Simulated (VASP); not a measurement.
Runs of VASP 6.6.1 on Al. The structure is that of space group Fm-3m (No. 225), or close to it. The cells are those of the table. 

```csv
cell,gap on the mesh (eV),pressure (GPa)
"a = 2.949, b = 2.949, c = 2.862 Å, angles 61.0, 61.0, 58.1°, 1 atom",none,(b)
"a = 2.820, b = 2.820, c = 2.862 Å, angles 59.5, 59.5, 61.0°, 1 atom",none,(a)
"a = 2.938, b = 2.938, c = 2.862 Å, angles 60.9, 60.9, 58.3°, 1 atom",none,-7.0
"a = 2.906, b = 2.906, c = 2.862 Å, angles 60.5, 60.5, 59.0°, 1 atom",none,-5.8
"a = 2.927, b = 2.927, c = 2.862 Å, angles 60.7, 60.7, 58.5°, 1 atom",none,-6.6
```

Alike in all rows: task single point; level r2SCAN; potentials or basis VASP PAW PBE potentials, release 64 (Al); no spin polarisation; k mesh 20 × 20 × 20; cutoff (eV) 520; smearing gaussian 0.2 eV.

Question: Fill in the values left out.

Answer: (a) -1.2; (b) -7.3.

Caveats: the PAW data sets were made with another functional, which shifts forces and pressure a little; the cell stands under tension (at least some runs).

A gap of «none» marks levels without a gap at the run's occupations.
